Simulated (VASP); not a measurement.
# TmB3Au (I4/mmm) in VASP: relaxation of cell and atoms with PBE

Aim: the relaxation of cell and atoms of TmB3Au with PBE.

All numbers are computed with VASP 6.6.1; they aren't measurements. Logs are shortened: lines on timing, memory, paths and dates and some standing lists are left out, and cuts for length are marked.

## (1) The cell of the first run

The structure is tetragonal, space group I4/mmm (No. 139). Conventional cell: a = 4.774 Å, b = 4.774 Å, c = 11.563 Å, α = 90.00°, β = 90.00°, γ = 90.00°. Tm (site symmetry 4/mmm) has 6 B at 1.71 to 1.90 Å and 4 Au at 2.39 Å within 2.4 Å. Tm (site symmetry 4/mmm) has 4 B at 1.67 Å within 2.2 Å. Within 2.2 Å of B (site symmetry m2m) lie 2 Tm at 1.67 to 1.71 Å and 2 Au at 1.69 Å. Within 2.6 Å of B (site symmetry 4mm) lie 1 Tm at 1.90 Å and 4 B at 2.55 Å. Within 2.2 Å of Au (site symmetry mmm) lie 4 B at 1.69 Å.

The cell was generated, and may not be a known phase.

## (2) Relaxation of cell and atoms, PBE

The input, INCAR:

```
SYSTEM = TmB3Au
  PREC = Accurate
  ENCUT = 500
  EDIFF = 1E-7
  ISMEAR = 0
  SIGMA = 0.2
  LREAL = .FALSE.
  LASPH = .TRUE.
  NELM = 200
  ALGO = Normal
  ISIF = 3
  LWAVE = .FALSE.
  LCHARG = .FALSE.
  GGA = PE
  IBRION = 2
  NSW = 36
  EDIFFG = -0.08
  GGA_COMPAT = .FALSE.
  NELMIN = 4
  LMAXMIX = 6
```

The input, KPOINTS:

```
Automatic mesh
0
G
  5 5 5
  0 0 0
```

The input, POSCAR:

```
TmB3Au
1.0
   -2.3869558200      2.3869558200      5.7815883700
    2.3869558200     -2.3869558200      5.7815883700
    2.3869558200      2.3869558200     -5.7815883700
Tm B Au
2 6 2
Direct
    0.5000000000      0.5000000000      0.0000000000
    0.0000000000      0.0000000000      0.0000000000
    0.2471473500      0.2471473500      0.4942947000
    0.7528526500      0.7528526500      0.5057053000
    0.2471473500      0.7528526500      0.0000000000
    0.7528526500      0.2471473500      0.0000000000
    0.6643138900      0.6643138900      0.0000000000
    0.3356861100      0.3356861100      0.0000000000
    0.5000000000      0.0000000000      0.5000000000
    0.0000000000      0.5000000000      0.5000000000
```

Potentials or basis: VASP PAW PBE potentials, release 64 (Tm_3, B, Au), 4f in core.

The run is started by

```bash
$ cat potpaw_PBE.64/Tm_3/POTCAR potpaw_PBE.64/B/POTCAR potpaw_PBE.64/Au/POTCAR > POTCAR
$ mpirun -np 1 vasp_std > vasp.out
```

OUTCAR:

```text
SYSTEM = TmB3Au
   PREC = Accurate
   ENCUT = 500
   EDIFF = 1E-7
   ISMEAR = 0
   LREAL = .FALSE.
   LASPH = .TRUE.
   NELM = 200
   ISIF = 3
   GGA = PE
   IBRION = 2
   NSW = 36
   EDIFFG = -0.08
   NELMIN = 4

 ion  position               nearest neighbor table
   1  0.500  0.500  0.000-   4 1.71   5 1.71   6 1.71   3 1.71   8 1.90   7 1.90  10 2.39   9 2.39
                             9 2.39  10 2.39   2 3.38   2 3.38   2 3.38   2 3.38
   2  0.000  0.000  0.000-   3 1.67   4 1.67   5 1.67   6 1.67   9 2.39  10 2.39  10 2.39   9 2.39
                             1 3.38   1 3.38   1 3.38   1 3.38
   3  0.247  0.247  0.494-   2 1.67   9 1.69  10 1.69   1 1.71
   4  0.753  0.753  0.506-   2 1.67   9 1.69  10 1.69   1 1.71
   5  0.247  0.753  0.000-   2 1.67   9 1.69  10 1.69   1 1.71
   6  0.753  0.247  0.000-   2 1.67  10 1.69   9 1.69   1 1.71
   7  0.664  0.664  0.000-   1 1.90
   8  0.336  0.336  0.000-   1 1.90
   9  0.500  0.000  0.500-   3 1.69   4 1.69   6 1.69   5 1.69   1 2.39   2 2.39   1 2.39   2 2.39
                            10 3.38  10 3.38  10 3.38  10 3.38
  10  0.000  0.500  0.500-   3 1.69   4 1.69   5 1.69   6 1.69   1 2.39   2 2.39   2 2.39   1 2.39
                             9 3.38   9 3.38   9 3.38   9 3.38

  LATTYP: Found a body centered tetragonal cell.
 ALAT       =     4.7739116400
 C/A-ratio  =     2.4221597742

  Lattice vectors:

 A1 = (  -2.3869558200,   2.3869558200,   5.7815883700)
 A2 = (   2.3869558200,  -2.3869558200,   5.7815883700)
 A3 = (   2.3869558200,   2.3869558200,  -5.7815883700)

Analysis of symmetry for initial positions (statically):
=====================================================================
 Subroutine PRICEL returns:
 Original cell was already a primitive cell.

 Routine SETGRP: Setting up the symmetry group for a
 body centered tetragonal supercell.

 Subroutine GETGRP returns: Found 16 space group operations
 (whereof 16 operations were pure point group operations)
 out of a pool of 16 trial point group operations.

The static configuration has the point symmetry D_4h.

Analysis of symmetry for dynamics (positions and initial velocities):
=====================================================================
 Subroutine PRICEL returns:
 Original cell was already a primitive cell.

 Routine SETGRP: Setting up the symmetry group for a
 body centered tetragonal supercell.

 Subroutine GETGRP returns: Found 16 space group operations
 (whereof 16 operations were pure point group operations)
 out of a pool of 16 trial point group operations.

The dynamic configuration has the point symmetry D_4h.

 Subroutine INISYM returns: Found 16 space group operations
 (whereof 16 operations are pure point group operations),
 and found     1 'primitive' translations

----------------------------------------------------------------------------------------

[... 90 lines left out ...]
   NGXF,Y,Z  is equivalent  to a cutoff of  24.83, 24.83, 24.83 a.u.
 SYSTEM =  TmB3Au
   PREC   = accura    normal or accurate (medium, high low for compatibility)
   ISTART =      0    job   : 0-new  1-cont  2-samecut
   ICHARG =      2    charge: 1-file 2-atom 10-const
   ISPIN  =      1    spin polarized calculation?
   LNONCOLLINEAR =      F non collinear calculations
   LSORBIT =      F    spin-orbit coupling
   LASPH  =      T    aspherical Exc in radial PAW
   ENCUT  =  500.0 eV  36.75 Ry    6.06 a.u.  12.21 12.21 12.21*2*pi/ulx,y,z
   NELM   =    200;   NELMIN=  4; NELMDL= -5     # of ELM steps
   EDIFF  = 0.1E-06   stopping-criterion for ELM
   LREAL  =      F    real-space projection
   EDIFFG = -.8E-01   stopping-criterion for IOM
   NSW    =     36    number of steps for IOM
   IBRION =      2    ionic relax: 0-MD 1-quasi-New 2-CG
   NFREE  =      1    steps in history (QN), initial steepest desc. (CG)
   ISIF   =      3    stress and relaxation
   ISYM   =      2    0-nonsym 1-usesym 2-fastsym
   POTIM  = 0.5000    time-step for ionic-motion
   TEBEG  =    0.0;   TEEND  =   0.0 temperature during run
   PSTRESS=    0.0 pullay stress
   NELECT =      58.0000    total number of electrons
   NUPDOWN=      -1.0000    fix difference up-down
   EMIN   =  10.00;   EMAX   =-10.00  energy-range for DOS
   EFERMI =   0.00;   METHOD = LEGACY
   ISMEAR =     0;   SIGMA  =   0.20  broadening in eV -4-tet -1-fermi 0-gaus
   EFERMI_NEDOS =   21; number of points for ismear=-14 and -15
   IALGO  =     38    algorithm
   IMIX   =      4    mixing-type and parameters
     AMIX     =   0.40;   BMIX     =  1.00
     AMIX_MAG =   1.60;   BMIX_MAG =  1.00
  volume/ion in A,a.u.               =      13.18        88.92
  Fermi-wavevector in a.u.,A,eV,Ry     =   1.245333  2.353338 21.100656  1.550854
  Thomas-Fermi vector in A             =   2.379560
   LORBIT       =      0    0 simple, 1 ext, 2 COOP (PROOUT), +10 PAW based schemes
   GGA     = PE    functional components
   LHFCALC =     F    Hartree Fock is set to
   AEXX    =    0.0000 exact exchange contribution
   IVDW    =     0    specifies the selected vdW correction
   LEPSILON=     F    determine dielectric tensor
   LRPA    =     F    only Hartree local field effects (RPA)
 conjugate gradient relaxation of ions
 non-spin polarized calculation
 Gauss-broadening in eV      SIGMA  =   0.20
  energy-cutoff  :      500.00
  volume of cell :      131.76
 maximum number of plane-waves:      3397
 NGX is ok and might be reduce to    50
   NGX = 25   NGY = 25   NGZ = 25

--------------------------------------- Ionic step        1  -------------------------------------------

 number of electron      57.9999999 magnetization

 Free energy of the ion-electron system (eV)
  ---------------------------------------------------
  ext. energy  EPLUGINS =         0.00000000
  ---------------------------------------------------
  free energy    TOTEN  =        20.44559615 eV

  energy without entropy =       20.53220991  energy(sigma->0) =       20.48890303

 E-fermi :   5.1479     XC(G=0): -10.2229

 val. band max:        5.0424493907   @ k =  -0.4000  -0.4000   0.4000
 cond. band min:       5.2239230886   @ k =  -0.2000  -0.4000   0.2000
 fundamental gap:      0.1814736979
 Fermi energy:         5.1478900183
[... 1501 lines left out ...]
     34       1.3802      0.00000
     35       1.4714      0.00000

[... ionic steps 4 to 25 ...]

--------------------------------------- Ionic step       26  -------------------------------------------

 number of electron      58.0000000 magnetization

------------------------ aborting loop because EDIFF is reached ----------------------------------------
[... 83 lines left out ...]
--------------------------------------- Ionic step       28  -------------------------------------------

 number of electron      58.0000003 magnetization

 Free energy of the ion-electron system (eV)
  ---------------------------------------------------
  ext. energy  EPLUGINS =         0.00000000
  ---------------------------------------------------
  free energy    TOTEN  =       -39.99658281 eV

  energy without entropy =      -39.88622369  energy(sigma->0) =      -39.94140325

 E-fermi :   1.5950     XC(G=0):  -9.0024

 val. band max:        1.5934341063   @ k =  -0.4000  -0.4000   0.2000
 cond. band min:       1.6231997050   @ k =  -0.4000   0.2000   0.0000
 fundamental gap:      0.0297655988
 Fermi energy:         1.5949911592
[... 719 lines left out ...]
  FREE ENERGIE OF THE ION-ELECTRON SYSTEM (eV)
  ---------------------------------------------------
  free  energy   TOTEN  =       -39.9965828069 eV

  energy  without entropy=      -39.8862236876  energy(sigma->0) =      -39.94140325

 reached required accuracy - stopping structural energy minimisation
```

CONTCAR:

```text
TmB3Au
   1.00000000000000
    -3.2022300175398097    3.2022300175398097    5.0096356482981159
     3.2022300175398097   -3.2022300175398097    5.0096356482981159
     3.2022300175398097    3.2022300175398097   -5.0096356482981159
  Tm              B               Au
     2     6     2
Direct
     0.5000000000000000    0.5000000000000000    0.0000000000000000
     0.0000000000000000    0.0000000000000000    0.0000000000000000
     0.2494827186743582    0.2494827186743582    0.4989654373487164
     0.7505172813256414    0.7505172813256414    0.5010345626512834
     0.2494827186743583    0.7505172813256414    0.0000000000000000
     0.7505172813256414    0.2494827186743583    0.0000000000000000
     0.7504398590420501    0.7504398590420501    0.0000000000000000
     0.2495601409579497    0.2495601409579497    0.0000000000000000
     0.5000000000000000    0.0000000000000000    0.5000000000000000
     0.0000000000000000    0.5000000000000000    0.5000000000000000

  0.00000000E+00  0.00000000E+00  0.00000000E+00
  0.00000000E+00  0.00000000E+00  0.00000000E+00
  0.00000000E+00  0.00000000E+00  0.00000000E+00
  0.00000000E+00  0.00000000E+00  0.00000000E+00
  0.00000000E+00  0.00000000E+00  0.00000000E+00
  0.00000000E+00  0.00000000E+00  0.00000000E+00
  0.00000000E+00  0.00000000E+00  0.00000000E+00
  0.00000000E+00  0.00000000E+00  0.00000000E+00
  0.00000000E+00  0.00000000E+00  0.00000000E+00
  0.00000000E+00  0.00000000E+00  0.00000000E+00
```

It took 48 min on 1 thread of Intel Xeon 6975P-C (Granite Rapids), shared host; peak memory 0.42 GiB.

What came out:

```yaml
Free_energy: -39.9966 eV
Relaxed_volume: 20.55 Å³/atom
Relaxed_cell: a = 6.753 Å, b = 6.753 Å, c = 6.753 Å, α = 123.39°, β = 123.39°, γ = 84.23°
Space_group_after_relaxing_to_0.1_Å: P4/mmm (No. 123)
Energy_gained_by_relaxing: 6044.2 meV/atom
Ionic_steps: 28
Pressure_after_relaxing: 0.1 GPa
Largest_force_after_relaxing: 0.058 eV/Å
Band_gap_on_the_k_mesh: zero (bands 29 and 30 overlap by 1.13 eV)
```

Forces in eV/Å, atoms in the order of the input:
```
Tm   0.000  0.000  0.000
Tm   0.000  0.000  0.000
B    0.041  0.041  0.000
B   -0.041 -0.041  0.000
B   -0.041  0.041  0.000
B    0.041 -0.041  0.000
B    0.000  0.000 -0.012
B    0.000  0.000  0.012
Au   0.000  0.000  0.000
Au   0.000  0.000  0.000
```

Stress tensor (GPa, compression positive):
```
 0.17  0.00  0.00
 0.00  0.17  0.00
 0.00  0.00 -0.12
```

The path:
```
step  energy change (eV)  largest force (eV/Å)  pressure (GPa)  volume (Å³)
   1              0.0000                6.0151          211.41       131.76
   2             -4.0002                0.9311          -24.21       702.38
   3            -53.8255                2.4771           -8.51       324.43
   4            -55.5193                2.6699           -7.22       301.65
   5            -56.7575                3.7890           12.67       217.26
   6            -57.7903                3.1643           -1.66       257.12
   7            -57.9371                3.2999            0.64       247.26
   8            -57.9419                3.3416            1.40       244.43
   9            -58.6821                1.1036           -0.22       252.05
  10            -58.7589                0.4727           -0.66       255.56
  11            -58.7599                0.4193           -0.70       255.93
  12            -58.8478                0.5067           -0.66       252.61
  13            -59.0162                0.7975           -0.45       242.69
  14            -58.8804                2.5833            0.54       222.95
  15            -59.0274                1.2472           -0.22       237.30
  16            -59.0607                1.2795           -0.26       236.14
  17            -59.1644                1.3754           -0.36       232.67
  18            -59.3831                1.5575           -0.51       225.70
  19            -59.7661                1.8367           -0.32       211.63
  20            -58.7541                1.7952            4.01       182.96
  21            -59.7050                1.9681            0.14       206.88
  22            -59.6935                2.0034            0.92       199.18
  23            -59.8553                1.5552            1.34       195.27
  24            -59.8658                1.3766            1.57       193.75
  25            -60.0630                1.1471            1.30       195.70
  26            -60.4016                0.4290            0.81       201.46
  27            -60.4341                0.1139            0.73       203.82
  28            -60.4422                0.0579            0.07       205.48
```

Final structure:
```cif
data_structure
_symmetry_space_group_name_H-M 'P 1'
_symmetry_Int_Tables_number 1
_cell_length_a 6.7531
_cell_length_b 6.7531
_cell_length_c 6.7531
_cell_angle_alpha 123.388
_cell_angle_beta 123.388
_cell_angle_gamma 84.226
_cell_volume 205.48
loop_
_atom_site_label
_atom_site_type_symbol
_atom_site_fract_x
_atom_site_fract_y
_atom_site_fract_z
_atom_site_occupancy
Tm1 Tm 0.50000 0.50000 0.00000 1
Tm2 Tm 0.00000 0.00000 0.00000 1
B1 B 0.24948 0.24948 0.49897 1
B2 B 0.75052 0.75052 0.50103 1
B3 B 0.24948 0.75052 0.00000 1
B4 B 0.75052 0.24948 0.00000 1
B5 B 0.75044 0.75044 0.00000 1
B6 B 0.24956 0.24956 0.00000 1
Au1 Au 0.50000 0.00000 0.50000 1
Au2 Au 0.00000 0.50000 0.50000 1
```

Levels at points of the mesh, in eV from the Fermi level:
```csv
k point,band 27,band 28,band 29,band 30,band 31,band 32
"(0.00, 0.00, 0.00)",-0.85,-0.85,-0.71,-0.71,0.25,1.71
```

Caveat: the volume moved by over 15 % at a fixed basis, so the end points are rough; spin-orbit coupling is left out, which moves the levels of the heavy elements; the 4f electrons are frozen in the core, so they carry no moment and show no levels; the relaxation stopped at a loose force limit of 0.08 eV/Å, so its end isn't a converged minimum.

The gap in the log of VASP goes by the Fermi energy; the results here count the filled bands.